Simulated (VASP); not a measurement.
# Pd (Fm-3m) in VASP: a series of runs

The runs below take Pd through single point, with PBE.

Everything below comes from runs of VASP 6.6.1. Logs are shortened: lines on timing, memory, paths and dates and some standing lists are left out, and cuts for length are marked.

### Step 1. The cell of the first run

It takes space group Fm-3m (No. 225, cubic). The conventional cell has a = 3.890 Å, b = 3.890 Å, c = 3.890 Å, α = 90.00°, β = 90.00°, γ = 90.00°. Within 3.6 Å of Pd (site symmetry m-3m) lie 12 Pd at 2.75 Å.

### Step 2. Single point, PBE

Contents of INCAR:

```
ALGO = Normal
EDIFF = 1E-6
ENCUT = 520
GGA = PE
ISIF = 2
ISMEAR = 0
LASPH = T
LCHARG = F
LREAL = F
LWAVE = F
NBANDS = 11
NELM = 60
PREC = Accurate
SIGMA = 0.05
```

Contents of KPOINTS:

```
k-points
0
Gamma
  8 8 8
```

Contents of POSCAR:

```
Pd
1.0
    0.0000000000      1.9450000000      1.9450000000
    1.9450000000      0.0000000000      1.9450000000
    1.9450000000      1.9450000000      0.0000000000
Pd
1
Direct
    0.0000000000      0.0000000000      0.0000000000
```

Potentials or basis: VASP PAW PBE potentials, release 64 (Pd).

Started as:

```
$ cat potpaw_PBE.64/Pd/POTCAR > POTCAR
$ mpirun -np 1 vasp_std > vasp.out
```

OUTCAR:

```text
EDIFF = 1E-6
   ENCUT = 520
   GGA = PE
   ISIF = 2
   ISMEAR = 0
   LASPH = T
   LREAL = F
   NELM = 60
   PREC = Accurate

 ion  position               nearest neighbor table
   1  0.000  0.000  0.000-

  LATTYP: Found a face centered cubic cell.
 ALAT       =     3.8900000000

  Lattice vectors:

 A1 = (   0.0000000000,   1.9450000000,   1.9450000000)
 A2 = (   1.9450000000,   0.0000000000,   1.9450000000)
 A3 = (   1.9450000000,   1.9450000000,   0.0000000000)

Analysis of symmetry for initial positions (statically):
=====================================================================
 Subroutine PRICEL returns:
 Original cell was already a primitive cell.

 Routine SETGRP: Setting up the symmetry group for a
 face centered cubic supercell.

 Subroutine GETGRP returns: Found 48 space group operations
 (whereof 48 operations were pure point group operations)
 out of a pool of 48 trial point group operations.

The static configuration has the point symmetry O_h .

Analysis of symmetry for dynamics (positions and initial velocities):
=====================================================================
 Subroutine PRICEL returns:
 Original cell was already a primitive cell.

 Routine SETGRP: Setting up the symmetry group for a
 face centered cubic supercell.

 Subroutine GETGRP returns: Found 48 space group operations
 (whereof 48 operations were pure point group operations)
 out of a pool of 48 trial point group operations.

The dynamic configuration has the point symmetry O_h .

 Subroutine INISYM returns: Found 48 space group operations
 (whereof 48 operations are pure point group operations),
 and found     1 'primitive' translations

----------------------------------------------------------------------------------------

                                     Primitive cell

  volume of cell :      14.7160

  direct lattice vectors                    reciprocal lattice vectors
     0.000000000  1.945000000  1.945000000    -0.257069409  0.257069409  0.257069409
     1.945000000  0.000000000  1.945000000     0.257069409 -0.257069409  0.257069409
     1.945000000  1.945000000  0.000000000     0.257069409  0.257069409 -0.257069409

  length of vectors
     2.750645379  2.750645379  2.750645379     0.445257277  0.445257277  0.445257277

  position of ions in fractional coordinates (direct lattice)
     0.000000000  0.000000000  0.000000000

  ion indices of the primitive-cell ions
   primitive index   ion index
                 1           1

----------------------------------------------------------------------------------------

 KPOINTS: k-points

Automatic generation of k-mesh.
 Grid dimensions read from file:
 generate k-points for:    8    8    8

 Generating k-lattice:

  Cartesian coordinates                     Fractional coordinates (reciprocal lattice)
    -0.032133676  0.032133676  0.032133676     0.125000000  0.000000000  0.000000000
     0.032133676 -0.032133676  0.032133676     0.000000000  0.125000000  0.000000000
     0.032133676  0.032133676 -0.032133676     0.000000000  0.000000000  0.125000000

  Length of vectors
     0.055657160  0.055657160  0.055657160

  Shift w.r.t. Gamma in fractional coordinates (k-lattice)
     0.000000000  0.000000000  0.000000000

 Subroutine IBZKPT returns following result:
 ===========================================

 Found     29 irreducible k-points:

 Following reciprocal coordinates:
            Coordinates               Weight
  0.000000  0.000000  0.000000      1.000000
  0.125000  0.000000  0.000000      8.000000
  0.250000  0.000000  0.000000      8.000000
  0.375000  0.000000  0.000000      8.000000
  0.500000  0.000000  0.000000      4.000000
  0.125000  0.125000  0.000000      6.000000
[... 16 lines left out ...]
  0.500000  0.250000  0.125000     48.000000
 -0.375000  0.250000  0.125000     24.000000
 [... further k-points ...]
   k-points           NKPTS =     29   k-points in BZ     NKDIM =     29   number of bands    NBANDS=     11
   number of dos      NEDOS =    301   number of ions     NIONS =      1
   total plane-waves  NPLWV =   8000
   dimension x,y,z NGX =    20 NGY =   20 NGZ =   20
   dimension x,y,z NGXF=    40 NGYF=   40 NGZF=   40
   ions per type =               1
   NGX,Y,Z   is equivalent  to a cutoff of  12.09, 12.09, 12.09 a.u.
   NGXF,Y,Z  is equivalent  to a cutoff of  24.18, 24.18, 24.18 a.u.
 SYSTEM =  unknown system
   PREC   = accura    normal or accurate (medium, high low for compatibility)
   ISTART =      0    job   : 0-new  1-cont  2-samecut
   ICHARG =      2    charge: 1-file 2-atom 10-const
   ISPIN  =      1    spin polarized calculation?
   LNONCOLLINEAR =      F non collinear calculations
   LSORBIT =      F    spin-orbit coupling
   LASPH  =      T    aspherical Exc in radial PAW
   ENCUT  =  520.0 eV  38.22 Ry    6.18 a.u.   5.11  5.11  5.11*2*pi/ulx,y,z
   NELM   =     60;   NELMIN=  2; NELMDL= -5     # of ELM steps
   EDIFF  = 0.1E-05   stopping-criterion for ELM
   LREAL  =      F    real-space projection
   EDIFFG = 0.1E-04   stopping-criterion for IOM
   NSW    =      0    number of steps for IOM
   IBRION =     -1    ionic relax: 0-MD 1-quasi-New 2-CG
   NFREE  =      0    steps in history (QN), initial steepest desc. (CG)
   ISIF   =      2    stress and relaxation
   ISYM   =      2    0-nonsym 1-usesym 2-fastsym
   POTIM  = 0.5000    time-step for ionic-motion
   TEBEG  =    0.0;   TEEND  =   0.0 temperature during run
   PSTRESS=    0.0 pullay stress
   NELECT =      10.0000    total number of electrons
   NUPDOWN=      -1.0000    fix difference up-down
   EMIN   =  10.00;   EMAX   =-10.00  energy-range for DOS
   EFERMI =   0.00;   METHOD = LEGACY
   ISMEAR =     0;   SIGMA  =   0.05  broadening in eV -4-tet -1-fermi 0-gaus
   EFERMI_NEDOS =   21; number of points for ismear=-14 and -15
   IALGO  =     38    algorithm
   IMIX   =      4    mixing-type and parameters
     AMIX     =   0.40;   BMIX     =  1.00
     AMIX_MAG =   1.60;   BMIX_MAG =  1.00
  volume/ion in A,a.u.               =      14.72        99.31
  Fermi-wavevector in a.u.,A,eV,Ry     =   1.439280  2.719844 28.184827  2.071526
  Thomas-Fermi vector in A             =   2.558153
   LORBIT       =      0    0 simple, 1 ext, 2 COOP (PROOUT), +10 PAW based schemes
   GGA     = PE    functional components
   LHFCALC =     F    Hartree Fock is set to
   AEXX    =    0.0000 exact exchange contribution
   IVDW    =     0    specifies the selected vdW correction
   LEPSILON=     F    determine dielectric tensor
   LRPA    =     F    only Hartree local field effects (RPA)
 non-spin polarized calculation
 Gauss-broadening in eV      SIGMA  =   0.05
  energy-cutoff  :      520.00
  volume of cell :       14.72
 maximum number of plane-waves:       415
   NGX = 11   NGY = 11   NGZ = 11

 number of electron      10.0000000 magnetization

 Free energy of the ion-electron system (eV)
  ---------------------------------------------------
  ext. energy  EPLUGINS =         0.00000000
  ---------------------------------------------------
  free energy    TOTEN  =        -5.18356553 eV

  energy without entropy =       -5.18014712  energy(sigma->0) =       -5.18185632

 E-fermi :   9.9209     XC(G=0): -13.1918

 val. band max:        9.8874555613   @ k =  -0.3750   0.3750   0.1250
 cond. band min:       9.9326317392   @ k =   0.5000   0.2500   0.0000
 fundamental gap:      0.0451761779
 Fermi energy:         9.9208849320

 k-point     1 :       0.0000    0.0000    0.0000
  band No.  band energies     occupation
      1       2.6658      2.00000
      2       7.0128      2.00000
      3       7.0128      2.00000
      4       7.0128      2.00000
      5       8.6273      2.00000
      6       8.6273      2.00000
      7      27.0193      0.00000
      8      31.8027      0.00000
      9      31.8027      0.00000
     10      31.8027      0.00000
     11      36.1527      0.00000

 k-point     2 :       0.1250    0.0000    0.0000
  band No.  band energies     occupation
      1       3.2147      2.00000
      2       6.8421      2.00000
      3       7.1859      2.00000
      4       7.1859      2.00000
      5       8.5601      2.00000
      6       8.5601      2.00000
      7      27.4610      0.00000
      8      29.1066      0.00000
      9      32.4284      0.00000
     10      32.4284      0.00000
     11      36.3767      0.00000

 k-point     3 :       0.2500    0.0000    0.0000
  band No.  band energies     occupation
      1       4.3602      2.00000
      2       6.9725      2.00000
      3       7.3044      2.00000
      4       7.3044      2.00000
      5       8.7799      2.00000
      6       8.7799      2.00000
      7      24.3828      0.00000
      8      28.0692      0.00000
      9      33.5058      0.00000
     10      33.5058      0.00000
     11      35.6715      0.00000

 k-point     4 :       0.3750    0.0000    0.0000
  band No.  band energies     occupation
      1       4.6193      2.00000
      2       7.0844      2.00000
      3       7.0844      2.00000
      4       8.9492      2.00000
      5       9.4734      2.00000
      6       9.4734      2.00000
      7      19.8549      0.00000
      8      26.9283      0.00000
      9      31.9959      0.00000
     10      31.9959      0.00000
     11      36.5473      0.00000

 k-point     5 :       0.5000    0.0000    0.0000
  band No.  band energies     occupation
      1       4.5344      2.00000
      2       6.9599      2.00000
      3       6.9599      2.00000
      4       9.8421      1.97413
      5       9.8421      1.97413
      6      10.8324      0.00000
      7      17.1906      0.00000
      8      26.3694      0.00000
      9      30.9616      0.00000
     10      30.9616      0.00000
     11      36.2175      0.00000
[... 211 lines left out ...]
 k-point    21 :       0.5000    0.5000    0.0000
  band No.  band energies     occupation
      1       4.4293      2.00000
      2       4.7309      2.00000
      3       9.8086      1.99850
      4      10.1630      0.00000
      5      10.1630      0.00000
      6      13.1779      0.00000
      7      20.6380      0.00000
      8      23.0498      0.00000
      9      23.0498      0.00000
     10      31.4372      0.00000
     11      31.5531      0.00000

 k-point    22 :       0.3750    0.2500    0.1250
  band No.  band energies     occupation
      1       5.3612      2.00000
      2       5.9887      2.00000
      3       7.0516      2.00000
      4       8.3023      2.00000
      5       8.4846      2.00000
      6      10.1392      0.00000
      7      24.9239      0.00000
      8      25.7435      0.00000
      9      29.2003      0.00000
     10      31.8452      0.00000
     11      35.5547      0.00000

 k-point    23 :       0.5000    0.2500    0.1250
  band No.  band energies     occupation
      1       5.5327      2.00000
      2       6.4043      2.00000
      3       6.8207      2.00000
      4       8.1127      2.00000
      5       9.3376      2.00000
      6      12.3308      0.00000
      7      20.5648      0.00000
      8      25.0002      0.00000
      9      27.1870      0.00000
     10      31.9725      0.00000
     11      35.6830      0.00000

 k-point    24 :      -0.3750    0.2500    0.1250
  band No.  band energies     occupation
      1       5.4738      2.00000
      2       6.2090      2.00000
      3       7.4057      2.00000
      4       7.8787      2.00000
      5       9.7071      2.00000
      6      14.7004      0.00000
      7      17.2429      0.00000
      8      25.5133      0.00000
      9      25.8414      0.00000
     10      31.0389      0.00000
     11      36.2510      0.00000

 [... further k-points ...]

------------------------ aborting loop because EDIFF is reached ----------------------------------------

  FORCE on cell =-STRESS in cart. coord.  units (eV):
  Direction    XX          YY          ZZ          XY          YZ          ZX
  --------------------------------------------------------------------------------------
  -------------------------------------------------------------------------------------
  Total        0.7437836      0.7437836      0.7437836      0.0000000     -0.0000000      0.0000000
  in kB       80.9782491     80.9782491     80.9782491      0.0000000     -0.0000000      0.0000000
  external PRESSURE =      80.9782491 kB  Pullay stress =       0.0000000 kB

 VOLUME and BASIS-vectors are now :
 -----------------------------------------------------------------------------
  energy-cutoff  :      520.00
  volume of cell :       14.72
      direct lattice vectors                 reciprocal lattice vectors
     0.000000000  1.945000000  1.945000000    -0.257069409  0.257069409  0.257069409
     1.945000000  0.000000000  1.945000000     0.257069409 -0.257069409  0.257069409
     1.945000000  1.945000000  0.000000000     0.257069409  0.257069409 -0.257069409

 POSITION                                       TOTAL-FORCE (eV/Angst)
 -----------------------------------------------------------------------------------
      0.00000      0.00000      0.00000         0.000000      0.000000      0.000000
 -----------------------------------------------------------------------------------
    total drift:                                0.000000      0.000000      0.000000

  FREE ENERGIE OF THE ION-ELECTRON SYSTEM (eV)
  ---------------------------------------------------
  free  energy   TOTEN  =        -5.1835655315 eV

  energy  without entropy=       -5.1801471168  energy(sigma->0) =       -5.18185632
```

Wall time 2.9 s (1 thread of Intel Xeon Platinum 8488C (Sapphire Rapids), shared host); peak memory 0.12 GiB.

What came out:

```
Free energy            : -5.1836 eV
Pressure               : 8.1 GPa
Band gap on the k mesh : zero (band 5 reaches 10.17 eV, above the bottom of band 6 at 8.56 eV)
```

### Step 3. Single point, PBE

This run uses another cell than the first one, of 15.54 Å³/atom, 1.056 times its volume.

Contents of INCAR:

```
PREC = Accurate
ENCUT = 500
EDIFF = 1E-6
ISMEAR = 0
SIGMA = 0.05
LREAL = False
LASPH = True
NELM = 120
ALGO = Normal
ISIF = 2
LWAVE = False
LCHARG = False
GGA = PE
NBANDS = 11
GGA_COMPAT = False
```

Contents of KPOINTS:

```
Automatic mesh
0
Gamma
  8 8 8
```

Contents of POSCAR:

```
Pd
1.0
    0.0000000000      1.9805924110      1.9805924110
    1.9805924110      0.0000000000      1.9805924110
    1.9805924110      1.9805924110      0.0000000000
Pd
1
Direct
    0.0000000000      0.0000000000      0.0000000000
```

Potentials or basis: VASP PAW PBE potentials, release 64 (Pd).

Started as:

```
$ cat potpaw_PBE.64/Pd/POTCAR > POTCAR
$ mpirun -np 1 vasp_std > vasp.out
```

It took 2.3 s on 1 thread of Intel Xeon 6975P-C (Granite Rapids), shared host; peak memory 0.12 GiB.

It converged, with:

- Free energy: -5.1985 eV
- Pressure: -1.8 GPa
- Band gap on the k mesh: zero (band 5 reaches 9.23 eV, above the bottom of band 6 at 7.77 eV)

Levels at points of the mesh, in eV from the Fermi level:
```
           k point  band 1  band 2  band 3  band 4  band 5  band 6  band 7  band 8  band 9  band 10
(0.00, 0.00, 0.00)   -6.83   -2.66   -2.66   -2.66   -1.18   -1.18   17.07   21.55   21.55    21.55
(0.50, 0.00, 0.00)   -4.96   -2.70   -2.70   -0.07   -0.07    1.04    6.86   16.41   20.51    20.51
(0.50, 0.50, 0.00)   -5.03   -4.75   -0.11    0.22    0.22    3.28   10.17   12.84   12.84    20.73
```

### Step 4. Single point, PBE

This run uses another cell than the first one, of 15.39 Å³/atom, 1.046 times its volume.

INCAR is that of step 3.

KPOINTS is that of step 3.

Contents of POSCAR:

```
Pd
1.0
    0.0000000000      1.9741518851      1.9741518851
    1.9741518851      0.0000000000      1.9741518851
    1.9741518851      1.9741518851      0.0000000000
Pd
1
Direct
    0.0000000000      0.0000000000      0.0000000000
```

Started as:

```
$ cat potpaw_PBE.64/Pd/POTCAR > POTCAR
$ mpirun -np 1 vasp_std > vasp.out
```

It took 2.3 s on 1 thread of Intel Xeon 6975P-C (Granite Rapids), shared host; peak memory 0.12 GiB.

It converged, with:

* Free energy: -5.1994 eV
* Pressure: -0.2 GPa
* Band gap on the k mesh: zero (band 5 reaches 9.40 eV, above the bottom of band 6 at 7.91 eV)

Levels at points of the mesh, in eV from the Fermi level:
```tsv
k point	band 1	band 2	band 3	band 4	band 5	band 6	band 7	band 8	band 9	band 10
(0.00, 0.00, 0.00)	-6.90	-2.70	-2.70	-2.70	-1.20	-1.20	17.08	21.61	21.61	21.61
(0.50, 0.00, 0.00)	-5.04	-2.75	-2.75	-0.07	-0.07	1.02	6.93	16.42	20.61	20.61
(0.50, 0.50, 0.00)	-5.11	-4.83	-0.11	0.22	0.22	3.27	10.27	12.90	12.90	20.87
```

### Step 5. Overview

```tsv
cell	cutoff (eV)	gap on the mesh (eV)	pressure (GPa)
a = 2.751 Å, angles 60.0°, 1 atom	520	none	8.1
a = 2.801 Å, angles 60.0°, 1 atom	500	none	-1.8
a = 2.792 Å, angles 60.0°, 1 atom	500	none	-0.2
```

Alike in all rows: task single point; level PBE; potentials or basis VASP PAW PBE potentials, release 64 (Pd); no spin polarisation; k mesh 8 × 8 × 8; smearing gaussian 0.05 eV.

Total energies depend on the potentials used, so only differences within one code and one set of settings carry meaning.
